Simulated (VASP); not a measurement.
# Be (P6_3/mmc) in VASP: further runs

Runs on Be. Level: PBE. Tasks: relaxation of shape and atoms at fixed volume.

Everything below comes from runs of VASP 6.6.1. Logs are shortened: lines on timing, memory, paths and dates and some standing lists are left out, and cuts for length are marked.

## (1) The cell of the first run

The structure is hexagonal, space group P6_3/mmc (No. 194). The conventional cell has a = 2.310 Å, b = 2.310 Å, c = 3.628 Å, α = 90.00°, β = 90.00°, γ = 120.00°. Within 3.0 Å of Be (site symmetry -6m2) lie 12 Be at 2.25 to 2.31 Å.

## (2) Relaxation of shape and atoms at fixed volume, PBE (8.38 Å³/atom)

Contents of INCAR:

```
SYSTEM = Be
PREC = Accurate ; ENCUT = 600
EDIFF = 1E-6 ; ISMEAR = 0
SIGMA = 0.1 ; LREAL = .FALSE.
LASPH = .TRUE. ; NELM = 80
ALGO = Fast ; ISIF = 4
LWAVE = .FALSE. ; LCHARG = .FALSE.
GGA = PE ; IBRION = 2
NSW = 50 ; EDIFFG = -0.01
```

Contents of KPOINTS:

```
Automatic mesh
0
G
  30 30 16
  0 0 0
```

Contents of POSCAR:

```
Be
1.0
    2.3100734447      0.0000000000      0.0000000000
   -1.1550367223      2.0005822877      0.0000000000
    0.0000000000      0.0000000000      3.6282546007
Be
2
Direct
    0.3333333333      0.6666666667      0.2500000000
    0.6666666667      0.3333333333      0.7500000000
```

Potentials or basis: VASP PAW PBE potentials, release 64 (Be).

Command:

```sh
$ cat potpaw_PBE.64/Be/POTCAR > POTCAR
$ mpirun -np 1 vasp_std > vasp.out
```

OUTCAR:

```text
SYSTEM = Be
   PREC = Accurate
   ENCUT = 600
   EDIFF = 1E-6
   ISMEAR = 0
   LREAL = .FALSE.
   LASPH = .TRUE.
   NELM = 80
   ISIF = 4
   GGA = PE
   IBRION = 2
   NSW = 50
   EDIFFG = -0.01

 ion  position               nearest neighbor table
   1  0.333  0.667  0.250-   2 2.25   2 2.25   2 2.25   2 2.25   2 2.25   2 2.25
   2  0.667  0.333  0.750-   1 2.25   1 2.25   1 2.25   1 2.25   1 2.25   1 2.25

  LATTYP: Found a hexagonal cell.
 ALAT       =     2.3100734447
 C/A-ratio  =     1.5706230505

  Lattice vectors:

 A1 = (   2.3100734447,   0.0000000000,   0.0000000000)
 A2 = (  -1.1550367223,   2.0005822877,   0.0000000000)
 A3 = (   0.0000000000,   0.0000000000,   3.6282546007)

Analysis of symmetry for initial positions (statically):
=====================================================================
 Subroutine PRICEL returns:
 Original cell was already a primitive cell.

 Routine SETGRP: Setting up the symmetry group for a
 hexagonal supercell.

 Subroutine GETGRP returns: Found 24 space group operations
 (whereof 12 operations were pure point group operations)
 out of a pool of 24 trial point group operations.

The static configuration has the point symmetry D_3d.
 The point group associated with its full space group is D_6h.

Analysis of symmetry for dynamics (positions and initial velocities):
=====================================================================
 Subroutine PRICEL returns:
 Original cell was already a primitive cell.

 Routine SETGRP: Setting up the symmetry group for a
 hexagonal supercell.

 Subroutine GETGRP returns: Found 24 space group operations
 (whereof 12 operations were pure point group operations)
 out of a pool of 24 trial point group operations.

The dynamic configuration has the point symmetry D_3d.
 The point group associated with its full space group is D_6h.

 Subroutine INISYM returns: Found 24 space group operations
 (whereof 12 operations are pure point group operations),
 and found     1 'primitive' translations

----------------------------------------------------------------------------------------

                                     Primitive cell

  volume of cell :      16.7679

  direct lattice vectors                    reciprocal lattice vectors
     2.310073445  0.000000000  0.000000000     0.432886670  0.249927235  0.000000000
    -1.155036722  2.000582288  0.000000000     0.000000000  0.499854470  0.000000000
     0.000000000  0.000000000  3.628254601     0.000000000  0.000000000  0.275614616

  length of vectors
     2.310073445  2.310073445  3.628254601     0.499854470  0.499854470  0.275614616

  position of ions in fractional coordinates (direct lattice)
     0.333333333  0.666666667  0.250000000
     0.666666667  0.333333333  0.750000000

  ion indices of the primitive-cell ions
   primitive index   ion index
                 1           1
                 2           2

----------------------------------------------------------------------------------------

 KPOINTS: Automatic mesh

Automatic generation of k-mesh.
 Grid dimensions read from file:
 generate k-points for:   30   30   16

 Generating k-lattice:

  Cartesian coordinates                     Fractional coordinates (reciprocal lattice)
     0.014429556  0.008330908  0.000000000     0.033333333  0.000000000  0.000000000
     0.000000000  0.016661816  0.000000000     0.000000000  0.033333333  0.000000000
     0.000000000  0.000000000  0.017225914     0.000000000  0.000000000  0.062500000

  Length of vectors
[... 55 lines left out ...]
   EDIFF  = 0.1E-05   stopping-criterion for ELM
   LREAL  =      F    real-space projection
   EDIFFG = -.1E-01   stopping-criterion for IOM
   NSW    =     50    number of steps for IOM
   IBRION =      2    ionic relax: 0-MD 1-quasi-New 2-CG
   NFREE  =      1    steps in history (QN), initial steepest desc. (CG)
   ISIF   =      4    stress and relaxation
   ISYM   =      2    0-nonsym 1-usesym 2-fastsym
   POTIM  = 0.5000    time-step for ionic-motion
   TEBEG  =    0.0;   TEEND  =   0.0 temperature during run
   PSTRESS=    0.0 pullay stress
   NELECT =       4.0000    total number of electrons
   NUPDOWN=      -1.0000    fix difference up-down
   EMIN   =  10.00;   EMAX   =-10.00  energy-range for DOS
   EFERMI =   0.00;   METHOD = LEGACY
   ISMEAR =     0;   SIGMA  =   0.10  broadening in eV -4-tet -1-fermi 0-gaus
   EFERMI_NEDOS =   21; number of points for ismear=-14 and -15
   IALGO  =     68    algorithm
   IMIX   =      4    mixing-type and parameters
     AMIX     =   0.40;   BMIX     =  1.00
     AMIX_MAG =   1.60;   BMIX_MAG =  1.00
  volume/ion in A,a.u.               =       8.38        56.58
  Fermi-wavevector in a.u.,A,eV,Ry     =   1.015317  1.918670 14.025809  1.030868
  Thomas-Fermi vector in A             =   2.148595
   LORBIT       =      0    0 simple, 1 ext, 2 COOP (PROOUT), +10 PAW based schemes
   GGA     = PE    functional components
   LHFCALC =     F    Hartree Fock is set to
   AEXX    =    0.0000 exact exchange contribution
   IVDW    =     0    specifies the selected vdW correction
   LEPSILON=     F    determine dielectric tensor
   LRPA    =     F    only Hartree local field effects (RPA)
 conjugate gradient relaxation of ions
 non-spin polarized calculation
 RMM-DIIS sequential band-by-band and
 Gauss-broadening in eV      SIGMA  =   0.10
  energy-cutoff  :      600.00
  volume of cell :       16.77
 maximum number of plane-waves:       574
   NGX =  9   NGY =  9   NGZ = 15

--------------------------------------- Ionic step        1  -------------------------------------------

 number of electron       4.0000000 magnetization

 Free energy of the ion-electron system (eV)
  ---------------------------------------------------
  ext. energy  EPLUGINS =         0.00000000
  ---------------------------------------------------
  free energy    TOTEN  =        -7.51643173 eV

  energy without entropy =       -7.51604444  energy(sigma->0) =       -7.51623808

------------------------ aborting loop because EDIFF is reached ----------------------------------------

  FORCE on cell =-STRESS in cart. coord.  units (eV):
  Direction    XX          YY          ZZ          XY          YZ          ZX
  --------------------------------------------------------------------------------------
  -------------------------------------------------------------------------------------
  Total       -0.6540554     -0.6540554     -0.6976932     -0.0000000      0.0000000      0.0000000
  in kB      -62.4949869    -62.4949869    -66.6645734     -0.0000000      0.0000000      0.0000000
  external PRESSURE =     -63.8848491 kB  Pullay stress =       0.0000000 kB

 VOLUME and BASIS-vectors are now :
 -----------------------------------------------------------------------------
  energy-cutoff  :      600.00
  volume of cell :       16.77
      direct lattice vectors                 reciprocal lattice vectors
     2.310073445  0.000000000  0.000000000     0.432886670  0.249927235  0.000000000
    -1.155036722  2.000582288  0.000000000     0.000000000  0.499854470  0.000000000
     0.000000000  0.000000000  3.628254601     0.000000000  0.000000000  0.275614616

 POSITION                                       TOTAL-FORCE (eV/Angst)
 -----------------------------------------------------------------------------------
     -0.00000      1.33372      0.90706        -0.000000      0.000000      0.000000
      1.15504      0.66686      2.72119         0.000000     -0.000000      0.000000
 -----------------------------------------------------------------------------------
    total drift:                                0.000000     -0.000000      0.000000

  FREE ENERGIE OF THE ION-ELECTRON SYSTEM (eV)
  ---------------------------------------------------
  free  energy   TOTEN  =        -7.5164317273 eV

  energy  without entropy=       -7.5160444372  energy(sigma->0) =       -7.51623808

--------------------------------------- Ionic step        2  -------------------------------------------

 number of electron       4.0000000 magnetization

 Free energy of the ion-electron system (eV)
  ---------------------------------------------------
  ext. energy  EPLUGINS =         0.00000000
  ---------------------------------------------------
  free energy    TOTEN  =        -7.51645010 eV

  energy without entropy =       -7.51607107  energy(sigma->0) =       -7.51626058

 E-fermi :   6.5600     XC(G=0): -10.4143

 val. band max:        6.5467854191   @ k =   0.2667   0.1667   0.0625
 cond. band min:       6.6079173917   @ k =   0.3000   0.1667   0.0000
 fundamental gap:      0.0611319727
 Fermi energy:         6.5600244349

 k-point     1 :       0.0000    0.0000    0.0000
  band No.  band energies     occupation
      1      -4.4759      2.00000
      2       2.3504      2.00000
      3       7.5345      0.00000
      4      21.7562      0.00000
      5      21.7562      0.00000
      6      24.5065      0.00000
[... 199 lines left out ...]
 k-point    24 :       0.2667    0.0333    0.0000
  band No.  band energies     occupation
      1      -2.1984      2.00000
      2       5.2526      2.00000
      3       7.6728      0.00000
      4      13.2407      0.00000
      5      16.8425      0.00000
      6      20.4109      0.00000

 [... further k-points ...]

------------------------ aborting loop because EDIFF is reached ----------------------------------------

  FORCE on cell =-STRESS in cart. coord.  units (eV):
  Direction    XX          YY          ZZ          XY          YZ          ZX
  --------------------------------------------------------------------------------------
  -------------------------------------------------------------------------------------
  Total       -0.6643970     -0.6643970     -0.6732039     -0.0000000      0.0000000      0.0000000
  in kB      -63.4831248    -63.4831248    -64.3246250     -0.0000000      0.0000000      0.0000000
  external PRESSURE =     -63.7636248 kB  Pullay stress =       0.0000000 kB

 VOLUME and BASIS-vectors are now :
 -----------------------------------------------------------------------------
  energy-cutoff  :      600.00
  volume of cell :       16.77
      direct lattice vectors                 reciprocal lattice vectors
     2.310884257 -0.000000000  0.000000000     0.432734784  0.249839544  0.000000000
    -1.155442129  2.001284472 -0.000000000     0.000000000  0.499679088 -0.000000000
    -0.000000000  0.000000000  3.625708979    -0.000000000  0.000000000  0.275808126

 POSITION                                       TOTAL-FORCE (eV/Angst)
 -----------------------------------------------------------------------------------
     -0.00000      1.33419      0.90643        -0.000000     -0.000000      0.000000
      1.15544      0.66709      2.71928         0.000000      0.000000      0.000000
 -----------------------------------------------------------------------------------
    total drift:                                0.000000     -0.000000      0.000000

  FREE ENERGIE OF THE ION-ELECTRON SYSTEM (eV)
  ---------------------------------------------------
  free  energy   TOTEN  =        -7.5164501017 eV

  energy  without entropy=       -7.5160710663  energy(sigma->0) =       -7.51626058

 reached required accuracy - stopping structural energy minimisation
```

It took 31 s on 1 thread of Intel Xeon 6975P-C (Granite Rapids), shared host; peak memory 0.2 GiB.

Results:

```
Free energy               : -7.5165 eV
Energy gained by relaxing : 0.0 meV/atom
Ionic steps               : 2
Pressure after relaxing   : -6.4 GPa
Band gap on the k mesh    : zero (bands 2 and 3 overlap by 2.10 eV)
```

Stress tensor (GPa, compression positive):
```
-6.35  0.00  0.00
 0.00 -6.35  0.00
 0.00  0.00 -6.43
```

Final structure:
```
Be
1.0
     2.31088    0.00000    0.00000
    -1.15544    2.00128    0.00000
     0.00000    0.00000    3.62571
Be
2
Cartesian
  0.0000 1.3342 0.9064
  1.1554 0.6671 2.7193
```

## (3) Relaxation of shape and atoms at fixed volume, PBE (8.62 Å³/atom)

This run uses another cell than the first one, of 8.62 Å³/atom.

Contents of INCAR:

```
PREC = Accurate ; ENCUT = 600
EDIFF = 1E-6 ; ISMEAR = 0
SIGMA = 0.1 ; LREAL = F
LASPH = T ; NELM = 60
ALGO = Fast ; ISIF = 4
LWAVE = F ; LCHARG = F
GGA = PE ; IBRION = 2
NSW = 50 ; EDIFFG = -0.01
```

Contents of KPOINTS:

```
Automatic mesh
0
Gamma
  30 30 16
```

Contents of POSCAR:

```
Be
1.0
    2.3327619561      0.0000000000      0.0000000000
   -1.1663809780      2.0202311150      0.0000000000
    0.0000000000      0.0000000000      3.6587194975
Be
2
Direct
    0.3333333333      0.6666666667      0.2500000000
    0.6666666667      0.3333333333      0.7500000000
```

Potentials or basis: VASP PAW PBE potentials, release 64 (Be).

Command:

```sh
$ cat potpaw_PBE.64/Be/POTCAR > POTCAR
$ mpirun -np 1 vasp_std > vasp.out
```

Wall time 36 s (1 thread of Intel Xeon 6975P-C (Granite Rapids), shared host); peak memory 0.21 GiB.

Results (log left out):

```yaml
Free_energy: -7.4935 eV
Energy_gained_by_relaxing: 0.0 meV/atom
Ionic_steps: 2
Pressure_after_relaxing: -9.1 GPa
Band_gap_on_the_k_mesh: zero (bands 2 and 3 overlap by 2.08 eV)
```

Stress tensor (GPa, compression positive):
```
-9.03  0.00  0.00
 0.00 -9.03  0.00
 0.00  0.00 -9.12
```

Final structure:
```yaml
crystal:
  lattice:
    - [2.33354, 0.00000, 0.00000]
    - [-1.16677, 2.02091, 0.00000]
    - [0.00000, 0.00000, 3.65627]
  atoms:
    - { symbol: Be, position: [0.33333, 0.66667, 0.25000] }
    - { symbol: Be, position: [0.66667, 0.33333, 0.75000] }
```

Levels at points of the mesh, in eV from the Fermi level:
```tsv
k point	band 1	band 2	band 3	band 4	band 5	band 6
(0.00, 0.00, 0.00)	-10.89	-4.11	0.90	14.83	14.83	17.53
(0.50, 0.00, 0.00)	-4.73	-3.09	3.42	6.19	6.24	8.73
(0.00, 0.00, 0.50)	-8.79	-8.79	10.14	10.14	16.38	16.38
(0.50, 0.00, 0.50)	-3.40	-3.40	1.28	1.28	11.19	11.19
```

## (4) Relaxation of shape and atoms at fixed volume, PBE (7.20 Å³/atom)

This run uses another cell than the first one, of 7.20 Å³/atom.

Contents of INCAR:

```
SYSTEM = Be
PREC = Accurate ; ENCUT = 600
EDIFF = 1E-6 ; ISMEAR = 0
SIGMA = 0.1 ; LREAL = .FALSE.
LASPH = .TRUE. ; NELM = 60
ALGO = Normal ; ISIF = 4
LWAVE = .FALSE. ; LCHARG = .FALSE.
GGA = PE ; IBRION = 2
NSW = 50 ; EDIFFG = -0.01
```

Contents of KPOINTS:

```
Automatic mesh
0
G
  30 30 16
  0 0 0
```

Contents of POSCAR:

```
Be
1.0
    2.1927035264      0.0000000000      0.0000000000
   -1.0963517632      1.8989369569      0.0000000000
    0.0000000000      0.0000000000      3.4572041610
Be
2
Direct
    0.3333333333      0.6666666667      0.2500000000
    0.6666666667      0.3333333333      0.7500000000
```

Command:

```sh
$ cat potpaw_PBE.64/Be/POTCAR > POTCAR
$ mpirun -np 1 vasp_std > vasp.out
```

Run time: 27 s. Hardware: 1 thread of Intel Xeon 6975P-C (Granite Rapids), shared host; peak memory 0.19 GiB.

The run converged. Its results:

| Property | Result |
| --- | --- |
| Free energy | -7.4780 eV |
| Energy gained by relaxing | 0.0 meV/atom |
| Ionic steps | 2 |
| Pressure after relaxing | 13.7 GPa |
| Band gap on the k mesh | zero (bands 2 and 3 overlap by 2.25 eV) |

Final structure:
```xyz
2
Lattice="2.1916 0.0000 0.0000 -1.0958 1.8979 0.0000 0.0000 0.0000 3.4608" Properties=species:S:1:pos:R:3 pbc="T T T"
Be    0.0000    1.2653    0.8652
Be    1.0958    0.6326    2.5956
```

Levels at points of the mesh, in eV from the Fermi level:
| k point | band 1 | band 2 | band 3 | band 4 | band 5 |
| --- | --- | --- | --- | --- | --- |
| (0.00, 0.00, 0.00) | -11.83 | -4.77 | 1.44 | 17.33 | 17.33 |
| (0.50, 0.00, 0.00) | -5.31 | -3.17 | 3.91 | 6.87 | 7.42 |
| (0.00, 0.00, 0.50) | -9.60 | -9.60 | 11.47 | 11.47 | 19.10 |
| (0.50, 0.00, 0.50) | -3.86 | -3.86 | 1.94 | 1.94 | 12.98 |

## (5) Relaxation of shape and atoms at fixed volume, PBE (7.43 Å³/atom)

This run uses another cell than the first one, of 7.43 Å³/atom.

Contents of INCAR:

```
SYSTEM = Be
PREC = Accurate
ENCUT = 600
EDIFF = 1E-6
ISMEAR = 0
SIGMA = 0.1
LREAL = .False.
LASPH = .True.
NELM = 60
ALGO = Fast
ISIF = 4
LWAVE = .False.
LCHARG = .False.
GGA = PE
IBRION = 2
NSW = 50
EDIFFG = -0.01
```

Contents of KPOINTS:

```
regular mesh
0
Gamma
  30 30 16
  0 0 0
```

Contents of POSCAR:

```
Be
1.0
    2.2175012458      0.0000000000      0.0000000000
   -1.1087506229      1.9204124118      0.0000000000
    0.0000000000      0.0000000000      3.4917534705
Be
2
Direct
    0.3333333333      0.6666666667      0.2500000000
    0.6666666667      0.3333333333      0.7500000000
```

Command:

```sh
$ cat potpaw_PBE.64/Be/POTCAR > POTCAR
$ mpirun -np 1 vasp_std > vasp.out
```

Wall time 26 s (1 thread of Intel Xeon 6975P-C (Granite Rapids), shared host); peak memory 0.19 GiB.

The run converged. Its results:

```
Free energy               : -7.5109 eV
Energy gained by relaxing : 0.0 meV/atom
Ionic steps               : 2
Pressure after relaxing   : 8.6 GPa
Band gap on the k mesh    : zero (bands 2 and 3 overlap by 2.22 eV)
```

Final structure:
```yaml
crystal:
  lattice:
    - [2.21641, 0.00000, 0.00000]
    - [-1.10821, 1.91947, 0.00000]
    - [0.00000, 0.00000, 3.49519]
  atoms:
    - { symbol: Be, position: [0.33333, 0.66667, 0.25000] }
    - { symbol: Be, position: [0.66667, 0.33333, 0.75000] }
```

Levels at points of the mesh, in eV from the Fermi level:
| k point | band 1 | band 2 | band 3 | band 4 | band 5 | band 6 |
| --- | --- | --- | --- | --- | --- | --- |
| (0.00, 0.00, 0.00) | -11.66 | -4.65 | 1.34 | 16.85 | 16.85 | 19.82 |
| (0.50, 0.00, 0.00) | -5.20 | -3.15 | 3.82 | 6.75 | 7.19 | 9.91 |
| (0.00, 0.00, 0.50) | -9.45 | -9.45 | 11.22 | 11.22 | 18.58 | 18.58 |
| (0.50, 0.00, 0.50) | -3.77 | -3.77 | 1.81 | 1.81 | 12.64 | 12.64 |

## (6) Relaxation of shape and atoms at fixed volume, PBE (7.67 Å³/atom)

This run uses another cell than the first one, of 7.67 Å³/atom.

Contents of INCAR:

```
PREC = Accurate
ENCUT = 600
EDIFF = 1E-6
ISMEAR = 0
SIGMA = 0.1
LREAL = False
LASPH = True
NELM = 100
ALGO = Fast
ISIF = 4
LWAVE = False
LCHARG = False
GGA = PE
IBRION = 2
NSW = 50
EDIFFG = -0.01
```

Contents of KPOINTS:

```
Automatic mesh
0
Gamma
  30 30 16
```

Contents of POSCAR:

```
Be
1.0
    2.2417561263      0.0000000000      0.0000000000
   -1.1208780631      1.9414177545      0.0000000000
    0.0000000000      0.0000000000      3.5256440894
Be
2
Direct
    0.3333333333      0.6666666667      0.2500000000
    0.6666666667      0.3333333333      0.7500000000
```

Potentials or basis: VASP PAW PBE potentials, release 64 (Be).

Command:

```sh
$ cat potpaw_PBE.64/Be/POTCAR > POTCAR
$ mpirun -np 1 vasp_std > vasp.out
```

Wall time 29 s (1 thread of Intel Xeon 6975P-C (Granite Rapids), shared host); peak memory 0.2 GiB.

It converged, with:

* Free energy: -7.5296 eV
* Energy gained by relaxing: 0.0 meV/atom
* Ionic steps: 2
* Pressure after relaxing: 4.1 GPa
* Band gap on the k mesh: zero (bands 2 and 3 overlap by 2.19 eV)

Final structure:
```
Be
1.0
     2.24078    0.00000    0.00000
    -1.12039    1.94057    0.00000
     0.00000    0.00000    3.52872
Be
2
Cartesian
  0.0000 1.2937 0.8822
  1.1204 0.6469 2.6465
```

Levels at points of the mesh, in eV from the Fermi level:
| k point | band 1 | band 2 | band 3 | band 4 | band 5 |
| --- | --- | --- | --- | --- | --- |
| (0.00, 0.00, 0.00) | -11.49 | -4.53 | 1.24 | 16.40 | 16.40 |
| (0.50, 0.00, 0.00) | -5.10 | -3.14 | 3.73 | 6.63 | 6.98 |
| (0.00, 0.00, 0.50) | -9.31 | -9.31 | 10.98 | 10.98 | 18.10 |
| (0.50, 0.00, 0.50) | -3.69 | -3.69 | 1.69 | 1.69 | 12.32 |

## (7) Overview

| cell | gap on the mesh (eV) | pressure (GPa) |
| --- | --- | --- |
| relaxed from a = 2.310, b = 2.310, c = 3.628 Å, angles 90.0, 90.0, 120.0°, 2 atoms | none | -6.4 |
| relaxed from a = 2.333, b = 2.333, c = 3.659 Å, angles 90.0, 90.0, 120.0°, 2 atoms | none | -9.1 |
| relaxed from a = 2.193, b = 2.193, c = 3.457 Å, angles 90.0, 90.0, 120.0°, 2 atoms | none | 13.7 |
| relaxed from a = 2.218, b = 2.218, c = 3.492 Å, angles 90.0, 90.0, 120.0°, 2 atoms | none | 8.6 |
| relaxed from a = 2.242, b = 2.242, c = 3.526 Å, angles 90.0, 90.0, 120.0°, 2 atoms | none | 4.1 |

Alike in all rows: task relaxation of shape and atoms at fixed volume; level PBE; potentials or basis VASP PAW PBE potentials, release 64 (Be); no spin polarisation; k mesh 30 × 30 × 16; cutoff (eV) 600; smearing gaussian 0.1 eV.

Total energies depend on the potentials used, so only differences within one code and one set of settings carry meaning.
